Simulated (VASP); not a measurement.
# Mo (Im-3m) in VASP: further runs, part 2 of 2

VASP 6.6.1. The steps go on from the part before.

**4. Single point, r2SCAN**

Input file POSCAR:

```
Mo
1.0
   -1.5764210372      1.5764210372      1.5764210372
    1.5764210372     -1.5764210372      1.5764210372
    1.5764210372      1.5764210372     -1.5764210372
Mo
1
Direct
    0.0000000000      0.0000000000      0.0000000000
```

Input file INCAR.step1:

```
SYSTEM = Mo
ALGO = Normal ; EDIFF = 1E-4
ENCUT = 520 ; GGA = PE
ISMEAR = 0 ; LASPH = .True.
LCHARG = .False. ; LREAL = .False.
LWAVE = .True. ; NBANDS = 13
NELM = 60 ; PREC = Accurate
SIGMA = 1.0
```

Input file INCAR.step2:

```
SYSTEM = Mo
ALGO = Normal ; EDIFF = 1E-6
ENCUT = 520 ; ISIF = 2
ISMEAR = 0 ; ISTART = 1
LASPH = .True. ; LCHARG = .False.
LMIXTAU = .True. ; LREAL = .False.
LWAVE = .False. ; METAGGA = R2SCAN
NBANDS = 13 ; NELM = 60
PREC = Accurate ; SIGMA = 1.0
```

Input file KPOINTS:

```
k-points
0
Gamma
  14 14 14
  0 0 0
```

Potentials or basis: VASP PAW PBE potentials, release 64 (Mo_sv).

Run with:

```
> cat potpaw_PBE.64/Mo_sv/POTCAR > POTCAR
> cp INCAR.step1 INCAR
> mpirun -np 1 vasp_std > vasp.out
> cp INCAR.step2 INCAR
> mpirun -np 1 vasp_std > vasp.out
```

OUTCAR:

```text
SYSTEM = Mo
   EDIFF = 1E-6
   ENCUT = 520
   ISIF = 2
   ISMEAR = 0
   ISTART = 1
   LASPH = .True.
   LREAL = .False.
   METAGGA = R2SCAN
   NELM = 60
   PREC = Accurate

 ion  position               nearest neighbor table
   1  0.000  0.000  0.000-

  LATTYP: Found a body centered cubic cell.
 ALAT       =     3.1528420744

  Lattice vectors:

 A1 = (  -1.5764210372,   1.5764210372,   1.5764210372)
 A2 = (   1.5764210372,  -1.5764210372,   1.5764210372)
 A3 = (   1.5764210372,   1.5764210372,  -1.5764210372)

Analysis of symmetry for initial positions (statically):
=====================================================================
 Subroutine PRICEL returns:
 Original cell was already a primitive cell.

 Routine SETGRP: Setting up the symmetry group for a
 body centered cubic supercell.

 Subroutine GETGRP returns: Found 48 space group operations
 (whereof 48 operations were pure point group operations)
 out of a pool of 48 trial point group operations.

The static configuration has the point symmetry O_h .

Analysis of symmetry for dynamics (positions and initial velocities):
[... 170 lines left out ...]
      5       4.8602      2.00000
      6      11.1153      1.93848
      7      11.1153      1.93848
      8      11.1153      1.93848
      9      14.4350      0.00473
     10      14.4350      0.00473
     11      28.0014      0.00000
     12      28.0014      0.00000
     13      28.0014      0.00000
[... 354 lines left out ...]
  band No.  band energies     occupation
      1     -50.3442      2.00000
      2     -24.3010      2.00000
      3     -24.0709      2.00000
      4     -23.3375      2.00000
      5       8.4550      2.00000
      6       9.7172      1.99988
      7      10.4976      1.99392
      8      14.5920      0.00231
      9      15.0984      0.00017
     10      22.2713      0.00000
     11      23.2784      0.00000
     12      24.5026      0.00000
     13      30.6062      0.00000

 [... further k-points ...]

------------------------ aborting loop because EDIFF is reached ----------------------------------------

  FORCE on cell =-STRESS in cart. coord.  units (eV):
  Direction    XX          YY          ZZ          XY          YZ          ZX
  --------------------------------------------------------------------------------------
  -------------------------------------------------------------------------------------
  Total        0.1820801      0.1820801      0.1820801      0.0000000     -0.0000000      0.0000000
  in kB       18.6164342     18.6164342     18.6164342      0.0000000     -0.0000000      0.0000000
  external PRESSURE =      18.6164342 kB  Pullay stress =       0.0000000 kB

 VOLUME and BASIS-vectors are now :
 -----------------------------------------------------------------------------
  energy-cutoff  :      520.00
  volume of cell :       15.67
      direct lattice vectors                 reciprocal lattice vectors
    -1.576421037  1.576421037  1.576421037     0.000000000  0.317174148  0.317174148
     1.576421037 -1.576421037  1.576421037     0.317174148  0.000000000  0.317174148
     1.576421037  1.576421037 -1.576421037     0.317174148  0.317174148  0.000000000

 POSITION                                       TOTAL-FORCE (eV/Angst)
 -----------------------------------------------------------------------------------
      0.00000      0.00000      0.00000        -0.000000     -0.000000      0.000000
 -----------------------------------------------------------------------------------
    total drift:                                0.000000     -0.000000      0.000000

  FREE ENERGIE OF THE ION-ELECTRON SYSTEM (eV)
  ---------------------------------------------------
  free  energy   TOTEN  =       -26.2360610413 eV

  energy  without entropy=      -25.8898191051  energy(sigma->0) =      -26.06294007
```

OUTCAR.step1:

```text
SYSTEM = Mo
   EDIFF = 1E-4
   ENCUT = 520
   GGA = PE
   ISMEAR = 0
   LASPH = .True.
[... 601 lines left out ...]
 -----------------------------------------------------------------------------------
      0.00000      0.00000      0.00000        -0.000000      0.000000     -0.000000
 -----------------------------------------------------------------------------------
    total drift:                                0.000000     -0.000000      0.000000

  FREE ENERGIE OF THE ION-ELECTRON SYSTEM (eV)
  ---------------------------------------------------
  free  energy   TOTEN  =       -11.1085265405 eV

  energy  without entropy=      -10.7239421831  energy(sigma->0) =      -10.91623436
```

It took 33 s on 1 thread of Intel Xeon Platinum 8559C (Emerald Rapids), shared host; peak memory 0.14 GiB.

What came out:

```yaml
Free_energy: -26.2361 eV
Pressure: 1.9 GPa
Band_gap_on_the_k_mesh: zero (bands 7 and 8 overlap by 5.55 eV)
```

Levels at points of the mesh, in eV from the Fermi level:
```csv
k point,band 4,band 5,band 6,band 7,band 8,band 9,band 10,band 11
"(0.00, 0.00, 0.00)",-35.59,-7.58,-1.32,-1.32,-1.32,2.00,2.00,15.56
"(0.50, 0.00, 0.00)",-35.60,-5.50,-3.48,1.65,1.98,2.68,5.02,12.30
"(0.50, 0.50, 0.50)",-36.62,-5.55,-5.55,4.23,4.23,4.23,9.54,9.54
```

Caveat: so wide a smearing shifts energies and pressures; the PAW data sets were made with another functional, which shifts forces and pressure a little.

**5. Single point, r2SCAN**

POSCAR is that of step 4.

Input file INCAR.step1:

```
  PREC = Accurate
  ENCUT = 520
  ISMEAR = 1
  SIGMA = 0.01
  LREAL = False
  LASPH = True
  NELM = 80
  NBANDS = 13
  GGA = PE
  ALGO = Normal
  EDIFF = 1E-4
  LWAVE = True
  LCHARG = False
```

Input file INCAR.step2:

```
  PREC = Accurate
  ENCUT = 520
  EDIFF = 1E-6
  ISMEAR = 1
  SIGMA = 0.01
  LREAL = False
  LASPH = True
  NELM = 80
  ALGO = Normal
  ISIF = 2
  LWAVE = False
  LCHARG = False
  METAGGA = R2SCAN
  LMIXTAU = True
  NBANDS = 13
  ISTART = 1
```

Input file KPOINTS:

```
regular mesh
0
Gamma
  14 14 14
```

Potentials or basis: VASP PAW PBE potentials, release 64 (Mo_sv).

Run with:

```
> cat potpaw_PBE.64/Mo_sv/POTCAR > POTCAR
> cp INCAR.step1 INCAR
> mpirun -np 1 vasp_std > vasp.out
> cp INCAR.step2 INCAR
> mpirun -np 1 vasp_std > vasp.out
```

OUTCAR:

```text
PREC = Accurate
   ENCUT = 520
   EDIFF = 1E-6
   ISMEAR = 1
   LREAL = False
   LASPH = True
   NELM = 80
   ISIF = 2
   METAGGA = R2SCAN
   ISTART = 1

 ion  position               nearest neighbor table
   1  0.000  0.000  0.000-

  LATTYP: Found a body centered cubic cell.
 ALAT       =     3.1528420744

  Lattice vectors:

 A1 = (  -1.5764210372,   1.5764210372,   1.5764210372)
 A2 = (   1.5764210372,  -1.5764210372,   1.5764210372)
 A3 = (   1.5764210372,   1.5764210372,  -1.5764210372)

Analysis of symmetry for initial positions (statically):
=====================================================================
 Subroutine PRICEL returns:
 Original cell was already a primitive cell.

 Routine SETGRP: Setting up the symmetry group for a
 body centered cubic supercell.

 Subroutine GETGRP returns: Found 48 space group operations
 (whereof 48 operations were pure point group operations)
 out of a pool of 48 trial point group operations.

The static configuration has the point symmetry O_h .

Analysis of symmetry for dynamics (positions and initial velocities):
=====================================================================
 Subroutine PRICEL returns:
 Original cell was already a primitive cell.

 Routine SETGRP: Setting up the symmetry group for a
 body centered cubic supercell.

 Subroutine GETGRP returns: Found 48 space group operations
 (whereof 48 operations were pure point group operations)
 out of a pool of 48 trial point group operations.

The dynamic configuration has the point symmetry O_h .

 Subroutine INISYM returns: Found 48 space group operations
 (whereof 48 operations are pure point group operations),
 and found     1 'primitive' translations

----------------------------------------------------------------------------------------

                                     Primitive cell

  volume of cell :      15.6703

  direct lattice vectors                    reciprocal lattice vectors
    -1.576421037  1.576421037  1.576421037     0.000000000  0.317174148  0.317174148
     1.576421037 -1.576421037  1.576421037     0.317174148  0.000000000  0.317174148
     1.576421037  1.576421037 -1.576421037     0.317174148  0.317174148  0.000000000

  length of vectors
     2.730441331  2.730441331  2.730441331     0.448551982  0.448551982  0.448551982

  position of ions in fractional coordinates (direct lattice)
     0.000000000  0.000000000  0.000000000

  ion indices of the primitive-cell ions
   primitive index   ion index
                 1           1

----------------------------------------------------------------------------------------

 KPOINTS: regular mesh

Automatic generation of k-mesh.
 Grid dimensions read from file:
 generate k-points for:   14   14   14

 Generating k-lattice:

  Cartesian coordinates                     Fractional coordinates (reciprocal lattice)
     0.000000000  0.022655296  0.022655296     0.071428571  0.000000000  0.000000000
     0.022655296  0.000000000  0.022655296     0.000000000  0.071428571  0.000000000
     0.022655296  0.022655296  0.000000000     0.000000000  0.000000000  0.071428571

  Length of vectors
     0.032039427  0.032039427  0.032039427

  Shift w.r.t. Gamma in fractional coordinates (k-lattice)
     0.000000000  0.000000000  0.000000000

 Subroutine IBZKPT returns following result:
 ===========================================

 Found    104 irreducible k-points:

 Following reciprocal coordinates:
            Coordinates               Weight
  0.000000  0.000000  0.000000      1.000000
  0.071429  0.000000  0.000000     12.000000
  0.142857  0.000000  0.000000     12.000000
  0.214286  0.000000  0.000000     12.000000
  0.285714  0.000000  0.000000     12.000000
  0.357143  0.000000  0.000000     12.000000
[... 16 lines left out ...]
  0.285714  0.285714  0.000000     24.000000
  0.357143  0.285714  0.000000     24.000000
 [... further k-points ...]
   k-points           NKPTS =    104   k-points in BZ     NKDIM =    104   number of bands    NBANDS=     13
   number of dos      NEDOS =    301   number of ions     NIONS =      1
   total plane-waves  NPLWV =   8000
   dimension x,y,z NGX =    20 NGY =   20 NGZ =   20
   dimension x,y,z NGXF=    40 NGYF=   40 NGZF=   40
   ions per type =               1
   NGX,Y,Z   is equivalent  to a cutoff of  12.18, 12.18, 12.18 a.u.
   NGXF,Y,Z  is equivalent  to a cutoff of  24.35, 24.35, 24.35 a.u.
 SYSTEM =  unknown system
   PREC   = accura    normal or accurate (medium, high low for compatibility)
   ISTART =      1    job   : 0-new  1-cont  2-samecut
   ICHARG =      0    charge: 1-file 2-atom 10-const
   ISPIN  =      1    spin polarized calculation?
   LNONCOLLINEAR =      F non collinear calculations
   LSORBIT =      F    spin-orbit coupling
   LASPH  =      T    aspherical Exc in radial PAW
   ENCUT  =  520.0 eV  38.22 Ry    6.18 a.u.   5.08  5.08  5.08*2*pi/ulx,y,z
   NELM   =     80;   NELMIN=  2; NELMDL=  0     # of ELM steps
   EDIFF  = 0.1E-05   stopping-criterion for ELM
   LREAL  =      F    real-space projection
   EDIFFG = 0.1E-04   stopping-criterion for IOM
   NSW    =      0    number of steps for IOM
   IBRION =     -1    ionic relax: 0-MD 1-quasi-New 2-CG
   NFREE  =      0    steps in history (QN), initial steepest desc. (CG)
   ISIF   =      2    stress and relaxation
   ISYM   =      2    0-nonsym 1-usesym 2-fastsym
   POTIM  = 0.5000    time-step for ionic-motion
   TEBEG  =    0.0;   TEEND  =   0.0 temperature during run
   PSTRESS=    0.0 pullay stress
   NELECT =      14.0000    total number of electrons
   NUPDOWN=      -1.0000    fix difference up-down
   EMIN   =  10.00;   EMAX   =-10.00  energy-range for DOS
   EFERMI =   0.00;   METHOD = LEGACY
   ISMEAR =     1;   SIGMA  =   0.01  broadening in eV -4-tet -1-fermi 0-gaus
   EFERMI_NEDOS =   21; number of points for ismear=-14 and -15
   IALGO  =     38    algorithm
   IMIX   =      4    mixing-type and parameters
     AMIX     =   0.40;   BMIX     =  1.00
     AMIX_MAG =   1.60;   BMIX_MAG =  1.00
  volume/ion in A,a.u.               =      15.67       105.75
  Fermi-wavevector in a.u.,A,eV,Ry     =   1.576735  2.979597 33.825339  2.486092
  Thomas-Fermi vector in A             =   2.677523
   LORBIT       =      0    0 simple, 1 ext, 2 COOP (PROOUT), +10 PAW based schemes
   METAGGA = R2SCAN    functional components
   LHFCALC =     F    Hartree Fock is set to
   AEXX    =    0.0000 exact exchange contribution
   IVDW    =     0    specifies the selected vdW correction
   LEPSILON=     F    determine dielectric tensor
   LRPA    =     F    only Hartree local field effects (RPA)
 non-spin polarized calculation
 Methfessel and Paxton  Order N= 1 SIGMA  =   0.01
  energy-cutoff  :      520.00
  volume of cell :       15.67
 maximum number of plane-waves:       432
   NGX = 11   NGY = 11   NGZ = 11

 number of electron      14.0000002 magnetization

 Free energy of the ion-electron system (eV)
  ---------------------------------------------------
  ext. energy  EPLUGINS =         0.00000000
  ---------------------------------------------------
  free energy    TOTEN  =       -26.06488435 eV

  energy without entropy =      -26.06485147  energy(sigma->0) =      -26.06487339

 E-fermi :  12.5545     XC(G=0): -14.6254

 val. band max:       12.5528996290   @ k =  -0.2857   0.3571   0.1429
 cond. band min:      12.5593192544   @ k =  -0.4286  -0.4286   0.2857
 fundamental gap:      0.0064196254
 Fermi energy:        12.5545254802

 k-point     1 :       0.0000    0.0000    0.0000
  band No.  band energies     occupation
      1     -50.7380      2.00000
      2     -23.2139      2.00000
      3     -23.2139      2.00000
      4     -23.2139      2.00000
      5       4.8527      2.00000
      6      11.0815      2.00000
      7      11.0815      2.00000
      8      11.0815      2.00000
      9      14.4037      0.00000
     10      14.4037      0.00000
     11      28.0010      0.00000
     12      28.0010      0.00000
     13      28.0010      0.00000
[... 353 lines left out ...]
 k-point    24 :       0.3571    0.2857    0.0000
  band No.  band energies     occupation
      1     -50.4137      2.00000
      2     -24.3592      2.00000
      3     -24.1300      2.00000
      4     -23.3991      2.00000
      5       8.4311      2.00000
      6       9.6949      2.00000
      7      10.4763      2.00000
      8      14.5558      0.00000
      9      15.0606      0.00000
     10      22.2392      0.00000
     11      23.2582      0.00000
     12      24.4755      0.00000
     13      30.5956      0.00000

 [... further k-points ...]

------------------------ aborting loop because EDIFF is reached ----------------------------------------

  FORCE on cell =-STRESS in cart. coord.  units (eV):
  Direction    XX          YY          ZZ          XY          YZ          ZX
  --------------------------------------------------------------------------------------
  -------------------------------------------------------------------------------------
  Total        0.1225860      0.1225860      0.1225860      0.0000000      0.0000000      0.0000000
  in kB       12.5335740     12.5335740     12.5335740      0.0000000      0.0000000      0.0000000
  external PRESSURE =      12.5335740 kB  Pullay stress =       0.0000000 kB

 VOLUME and BASIS-vectors are now :
 -----------------------------------------------------------------------------
  energy-cutoff  :      520.00
  volume of cell :       15.67
      direct lattice vectors                 reciprocal lattice vectors
    -1.576421037  1.576421037  1.576421037     0.000000000  0.317174148  0.317174148
     1.576421037 -1.576421037  1.576421037     0.317174148  0.000000000  0.317174148
     1.576421037  1.576421037 -1.576421037     0.317174148  0.317174148  0.000000000

 POSITION                                       TOTAL-FORCE (eV/Angst)
 -----------------------------------------------------------------------------------
      0.00000      0.00000      0.00000         0.000000      0.000000      0.000000
 -----------------------------------------------------------------------------------
    total drift:                                0.000000     -0.000000      0.000000

  FREE ENERGIE OF THE ION-ELECTRON SYSTEM (eV)
  ---------------------------------------------------
  free  energy   TOTEN  =       -26.0648843549 eV

  energy  without entropy=      -26.0648514727  energy(sigma->0) =      -26.06487339
```

OSZICAR.step1:

```text
N       E                     dE             d eps       ncg     rms          rms(c)
DAV:   1     0.888623367662E+02    0.88862E+02   -0.80338E+03  2765   0.110E+03
DAV:   2    -0.104420685615E+02   -0.99304E+02   -0.95317E+02  3129   0.307E+02
DAV:   3    -0.115824530280E+02   -0.11404E+01   -0.11368E+01  3054   0.323E+01
DAV:   4    -0.115850270828E+02   -0.25741E-02   -0.25740E-02  3019   0.187E+00
DAV:   5    -0.115850436541E+02   -0.16571E-04   -0.16571E-04  3031   0.134E-01    0.146E+01
DAV:   6    -0.110079522181E+02    0.57709E+00   -0.71301E-01  2779   0.104E+01    0.401E+00
DAV:   7    -0.109235345131E+02    0.84418E-01   -0.15349E-01  2959   0.459E+00    0.986E-01
DAV:   8    -0.109194415438E+02    0.40930E-02   -0.41021E-03  2819   0.817E-01    0.207E-01
DAV:   9    -0.109195043305E+02   -0.62787E-04   -0.98785E-05  2242   0.126E-01
   1 F= -.10919504E+02 E0= -.10919503E+02  d E =-.425760E-05
```

Wall time 33 s (1 thread of Intel Xeon Platinum 8559C (Emerald Rapids), shared host); peak memory 0.14 GiB.

What came out:

- Free energy: -26.0649 eV
- Pressure: 1.3 GPa
- Band gap on the k mesh: zero (bands 7 and 8 overlap by 5.54 eV)

Caveat: the PAW data sets were made with another functional, which shifts forces and pressure a little.

**6. The runs side by side**

| smearing | gap on the mesh (eV) | pressure (GPa) |
| --- | --- | --- |
| gaussian 0.3 eV | none | 1.0 |
| gaussian 0.6 eV | none | 1.0 |
| gaussian 1 eV | none | 1.9 |
| methfessel-paxton 0.01 eV | none | 1.3 |

Alike in all rows: task single point; level r2SCAN; potentials or basis VASP PAW PBE potentials, release 64 (Mo_sv); no spin polarisation; cell as given; k mesh 14 × 14 × 14; cutoff (eV) 520.

Caveats: the PAW data sets were made with another functional, which shifts forces and pressure a little; so wide a smearing shifts energies and pressures (at least some runs).

Absolute energies hang on the potentials; compare differences alone.
